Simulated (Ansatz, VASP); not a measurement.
One calculation of Al, two programs

```
Al
1.0
     4.76433    0.00000    0.00000
    -2.38216    4.12603    0.00000
     0.00000    0.00000    2.92074
Al
3
Cartesian
  0.0000 0.0000 0.0000
  0.0000 2.7507 1.4604
  2.3822 1.3753 1.4604
```

Alike in both runs: task relaxation of cell and atoms; functional PBEsol; k mesh 6 × 6 × 6; occupations gaussian, width 0.1 eV; no spin polarisation.

|  | VASP | Ansatz |
| --- | --- | --- |
| version | VASP 6.6.1 | Ansatz 0.2.0 |
| potentials or method | VASP PAW PBE potentials, release 64 (Al), cutoff 600 eV | scalar-relativistic, plane waves, PAW |
| valence electrons in the cell | 9 | 9 |

|  | VASP | Ansatz | Ansatz less VASP |
| --- | --- | --- | --- |
| gap on the k mesh at the Fermi level, each at its own relaxed structure (eV) | none | none | - |
| relaxed volume (Å³/atom) | 16.83 | 16.79 | -0.034 |
| relaxed length of the cell vector where the two differ most in proportion (Å) | 2.796 | 2.793 | -0.0026 |

VASP's potentials were made for PBE, not for PBEsol. A gap of «none» marks a metal or a gap that the smearing closes.
